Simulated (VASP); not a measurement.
# K (Im-3m) in VASP: notebook

Runs on K. Level: LDA. Tasks: single point, relaxation of cell and atoms.

Program: VASP 6.6.1. These are calculated values, not measurements. Logs are shortened: lines on timing, memory, paths and dates and some standing lists are left out, and cuts for length are marked.

### Step 1. The cell of the first run

Symmetry: Im-3m, No. 229, cubic system. The conventional cell has a = 5.060 Å, b = 5.060 Å, c = 5.060 Å, α = 90.00°, β = 90.00°, γ = 90.00°. K (site symmetry m-3m) has 14 K at 4.38 to 5.06 Å within 5.7 Å.

### Step 2. Single point, LDA

Contents of INCAR:

```
SYSTEM = K
ALGO = Normal
EDIFF = 1E-6
ENCUT = 500
GGA = CA
GGA_COMPAT = .False.
ISIF = 2
ISMEAR = -1
LASPH = .True.
LCHARG = .False.
LREAL = .False.
LWAVE = .False.
NBANDS = 10
NELM = 120
PREC = Accurate
SIGMA = 0.1
```

Contents of KPOINTS:

```
k-points
0
Gamma
  6 6 6
  0 0 0
```

Contents of POSCAR:

```
K
1.0
   -2.5299231479      2.5299231479      2.5299231479
    2.5299231479     -2.5299231479      2.5299231479
    2.5299231479      2.5299231479     -2.5299231479
K
1
Direct
    0.0000000000      0.0000000000      0.0000000000
```

Potentials or basis: VASP PAW LDA potentials, release 64 (K_sv).

The run is started by

```
$ cat potpaw_LDA.64/K_sv/POTCAR > POTCAR
$ mpirun -np 1 vasp_std > vasp.out
```

OUTCAR:

```text
SYSTEM = K
   EDIFF = 1E-6
   ENCUT = 500
   GGA = CA
   ISIF = 2
   ISMEAR = -1
   LASPH = .True.
   LREAL = .False.
   NELM = 120
   PREC = Accurate

 ion  position               nearest neighbor table
   1  0.000  0.000  0.000-

  LATTYP: Found a body centered cubic cell.
 ALAT       =     5.0598462958

  Lattice vectors:

 A1 = (  -2.5299231479,   2.5299231479,   2.5299231479)
 A2 = (   2.5299231479,  -2.5299231479,   2.5299231479)
 A3 = (   2.5299231479,   2.5299231479,  -2.5299231479)

Analysis of symmetry for initial positions (statically):
=====================================================================
 Subroutine PRICEL returns:
 Original cell was already a primitive cell.

 Routine SETGRP: Setting up the symmetry group for a
 body centered cubic supercell.

 Subroutine GETGRP returns: Found 48 space group operations
 (whereof 48 operations were pure point group operations)
 out of a pool of 48 trial point group operations.

The static configuration has the point symmetry O_h .

Analysis of symmetry for dynamics (positions and initial velocities):
=====================================================================
 Subroutine PRICEL returns:
 Original cell was already a primitive cell.

 Routine SETGRP: Setting up the symmetry group for a
 body centered cubic supercell.

 Subroutine GETGRP returns: Found 48 space group operations
 (whereof 48 operations were pure point group operations)
 out of a pool of 48 trial point group operations.

The dynamic configuration has the point symmetry O_h .

 Subroutine INISYM returns: Found 48 space group operations
 (whereof 48 operations are pure point group operations),
 and found     1 'primitive' translations

----------------------------------------------------------------------------------------

                                     Primitive cell

  volume of cell :      64.7712

  direct lattice vectors                    reciprocal lattice vectors
    -2.529923148  2.529923148  2.529923148     0.000000000  0.197634462  0.197634462
     2.529923148 -2.529923148  2.529923148     0.197634462  0.000000000  0.197634462
     2.529923148  2.529923148 -2.529923148     0.197634462  0.197634462  0.000000000

  length of vectors
     4.381955431  4.381955431  4.381955431     0.279497336  0.279497336  0.279497336

  position of ions in fractional coordinates (direct lattice)
[... 70 lines left out ...]
   EDIFFG = 0.1E-04   stopping-criterion for IOM
   NSW    =      0    number of steps for IOM
   IBRION =     -1    ionic relax: 0-MD 1-quasi-New 2-CG
   NFREE  =      0    steps in history (QN), initial steepest desc. (CG)
   ISIF   =      2    stress and relaxation
   ISYM   =      2    0-nonsym 1-usesym 2-fastsym
   POTIM  = 0.5000    time-step for ionic-motion
   TEBEG  =    0.0;   TEEND  =   0.0 temperature during run
   PSTRESS=    0.0 pullay stress
   NELECT =       9.0000    total number of electrons
   NUPDOWN=      -1.0000    fix difference up-down
   EMIN   =  10.00;   EMAX   =-10.00  energy-range for DOS
   EFERMI =   0.00;   METHOD = LEGACY
   ISMEAR =    -1;   SIGMA  =   0.10  broadening in eV -4-tet -1-fermi 0-gaus
   EFERMI_NEDOS =   21; number of points for ismear=-14 and -15
   IALGO  =     38    algorithm
   IMIX   =      4    mixing-type and parameters
     AMIX     =   0.40;   BMIX     =  1.00
     AMIX_MAG =   1.60;   BMIX_MAG =  1.00
  volume/ion in A,a.u.               =      64.77       437.10
  Fermi-wavevector in a.u.,A,eV,Ry     =   0.847933  1.602362  9.782464  0.718991
  Thomas-Fermi vector in A             =   1.963517
   LORBIT       =      0    0 simple, 1 ext, 2 COOP (PROOUT), +10 PAW based schemes
   GGA     = CA    functional components
   LHFCALC =     F    Hartree Fock is set to
   AEXX    =    0.0000 exact exchange contribution
   IVDW    =     0    specifies the selected vdW correction
   LEPSILON=     F    determine dielectric tensor
   LRPA    =     F    only Hartree local field effects (RPA)
 non-spin polarized calculation
  energy-cutoff  :      500.00
  volume of cell :       64.77
 maximum number of plane-waves:      1686
   NGX = 15   NGY = 15   NGZ = 15

 number of electron       8.9999998 magnetization

 Free energy of the ion-electron system (eV)
  ---------------------------------------------------
  ext. energy  EPLUGINS =         0.00000000
  ---------------------------------------------------
  free energy    TOTEN  =        -1.16776000 eV

  energy without entropy =       -1.13286759  energy(sigma->0) =       -1.15031379

 E-fermi :  -0.0124     XC(G=0):  -6.2062

 val. band max:       -0.2763919785   @ k =   0.1667   0.1667   0.1667
 cond. band min:       0.0118387796   @ k =   0.3333   0.1667   0.0000
 fundamental gap:      0.2882307581
 Fermi energy:        -0.0124105870

 k-point     1 :       0.0000    0.0000    0.0000
  band No.  band energies     occupation
      1     -31.7673      2.00000
      2     -15.4351      2.00000
      3     -15.4351      2.00000
      4     -15.4351      2.00000
      5      -2.3741      2.00000
      6       4.2512      0.00000
      7       4.2512      0.00000
      8       4.2512      0.00000
      9       5.2747      0.00000
     10       5.2747      0.00000
[... 183 lines left out ...]
 k-point    16 :       0.5000    0.5000    0.5000
  band No.  band energies     occupation
      1     -31.7530      2.00000
      2     -15.5134      2.00000
      3     -15.5134      2.00000
      4     -15.5134      2.00000
      5       1.5734      0.00000
      6       1.5734      0.00000
      7       3.7887      0.00000
      8       3.7887      0.00000
      9       3.7887      0.00000
     10       6.1058      0.00000

------------------------ aborting loop because EDIFF is reached ----------------------------------------

  FORCE on cell =-STRESS in cart. coord.  units (eV):
  Direction    XX          YY          ZZ          XY          YZ          ZX
  --------------------------------------------------------------------------------------
  -------------------------------------------------------------------------------------
  Total       -0.0084427     -0.0084427     -0.0084427      0.0000000     -0.0000000      0.0000000
  in kB       -0.2088380     -0.2088380     -0.2088380      0.0000000     -0.0000000      0.0000000
  external PRESSURE =      -0.2088380 kB  Pullay stress =       0.0000000 kB

 VOLUME and BASIS-vectors are now :
 -----------------------------------------------------------------------------
  energy-cutoff  :      500.00
  volume of cell :       64.77
      direct lattice vectors                 reciprocal lattice vectors
    -2.529923148  2.529923148  2.529923148     0.000000000  0.197634462  0.197634462
     2.529923148 -2.529923148  2.529923148     0.197634462  0.000000000  0.197634462
     2.529923148  2.529923148 -2.529923148     0.197634462  0.197634462  0.000000000

 POSITION                                       TOTAL-FORCE (eV/Angst)
 -----------------------------------------------------------------------------------
      0.00000      0.00000      0.00000        -0.000000      0.000000      0.000000
 -----------------------------------------------------------------------------------
    total drift:                                0.000000      0.000000     -0.000000

  FREE ENERGIE OF THE ION-ELECTRON SYSTEM (eV)
  ---------------------------------------------------
  free  energy   TOTEN  =        -1.1677599952 eV

  energy  without entropy=       -1.1328675931  energy(sigma->0) =       -1.15031379
```

Run time: 3.9 s. Hardware: 1 thread of Intel Xeon Platinum 8488C (Sapphire Rapids), shared host; peak memory 0.15 GiB.

What came out:

```
Free energy            : -1.1678 eV
Pressure               : 0.0 GPa
Band gap on the k mesh : zero (an odd number of electrons rules out a gap without spin polarisation)
```

### Step 3. Relaxation of cell and atoms, LDA

This run uses another cell than the first one, of 71.32 Å³/atom.

Contents of INCAR:

```
SYSTEM = K
PREC = Accurate
ENCUT = 500
EDIFF = 1E-7
ISMEAR = -1
SIGMA = 0.1
LREAL = .False.
LASPH = .True.
NELM = 120
ALGO = Normal
ISIF = 3
LWAVE = .False.
LCHARG = .False.
IBRION = 2
NSW = 80
EDIFFG = -0.03
GGA_COMPAT = .False.
NELMIN = 4
```

Contents of KPOINTS:

```
Automatic mesh
0
Gamma
  6 6 6
  0 0 0
```

Contents of POSCAR:

```
K
1.0
   -2.6125000000      2.6125000000      2.6125000000
    2.6125000000     -2.6125000000      2.6125000000
    2.6125000000      2.6125000000     -2.6125000000
K
1
Direct
    0.0000000000      0.0000000000      0.0000000000
```

Potentials or basis: VASP PAW LDA potentials, release 64 (K_sv).

The run is started by

```
$ cat potpaw_LDA.64/K_sv/POTCAR > POTCAR
$ mpirun -np 1 vasp_std > vasp.out
```

Run time: 14 s. Hardware: 1 thread of Intel Xeon Platinum 8488C (Sapphire Rapids), shared host; peak memory 0.17 GiB.

The run converged. Its results:

```
Free energy                           : -1.1683 eV
Relaxed volume                        : 65.06 Å³/atom
Relaxed cell                          : a = 4.388 Å, b = 4.388 Å, c = 4.388 Å, α = 109.47°, β = 109.47°, γ = 109.47°
Space group after relaxing (to 0.1 Å) : Im-3m (No. 229)
Energy gained by relaxing             : 8.6 meV/atom
Ionic steps                           : 3
Pressure after relaxing               : 0.0 GPa
Band gap on the k mesh                : zero (an odd number of electrons rules out a gap without spin polarisation)
```

Step by step:
| step | energy change (eV) | largest force (eV/Å) | pressure (GPa) | volume (Å³) |
| --- | --- | --- | --- | --- |
| 1 | 0.0000 | 0.0000 | -0.37 | 71.32 |
| 2 | -0.0035 | 0.0000 | -0.30 | 69.63 |
| 3 | -0.0086 | 0.0000 | -0.04 | 65.06 |

Final structure:
```yaml
crystal:
  lattice:
    - [-2.53370, 2.53370, 2.53370]
    - [2.53370, -2.53370, 2.53370]
    - [2.53370, 2.53370, -2.53370]
  atoms:
    - { symbol: K, position: [0.00000, 0.00000, 0.00000] }
```

Levels at points of the mesh, in eV from the Fermi level:
| k point | band 1 | band 2 | band 3 | band 4 | band 5 | band 6 | band 7 | band 8 |
| --- | --- | --- | --- | --- | --- | --- | --- | --- |
| (0.00, 0.00, 0.00) | -31.76 | -15.43 | -15.43 | -15.43 | -2.35 | 4.26 | 4.26 | 4.26 |
| (0.50, 0.00, 0.00) | -31.75 | -15.53 | -15.46 | -15.43 | 0.38 | 0.79 | 3.10 | 4.98 |
| (0.50, 0.50, 0.50) | -31.74 | -15.50 | -15.50 | -15.50 | 1.59 | 1.59 | 3.79 | 3.79 |

LDA usually gives volumes a few per cent too small. Zero-point motion and thermal expansion aren't in these numbers.
